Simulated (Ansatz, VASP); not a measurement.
# Two plane-wave programs on B

```
B
1.0
    -1.56525    1.56525    2.71208
     1.56525   -1.56525    2.71208
     1.56525    1.56525   -2.71208
B
3
Direct
  0.34516 0.34516 0.00000
  0.75000 0.25000 0.50000
  0.65484 0.65484 0.00000
```

Alike in both runs: functional PBE; k mesh 20 × 20 × 20; occupations gaussian, width 0.1 eV; no spin polarisation.

Ansatz relaxed the structure, and its values are those at the end. VASP's run is a single point on that final structure, the one shown.

```csv
,VASP,Ansatz
version,VASP 6.6.1,Ansatz 0.2.0
potentials or method,"VASP PAW PBE potentials, release 64 (B), cutoff 520 eV","scalar-relativistic, plane waves, PAW"
valence electrons in the cell,9,9
```

Ansatz gave:

- gap on the k mesh at the Fermi level (eV): none
- pressure (GPa): 0.0
- rms of the force components (eV/Å): 0.001

**Question.** Estimate VASP's values.

**Answer.** gap on the k mesh at the Fermi level (eV): none; pressure (GPa): 0.0; rms of the force components (eV/Å): 0.004.

A gap of «none» marks a metal or a gap that the smearing closes. The functional is the same, so the differences come from potentials, cutoffs and numerics.
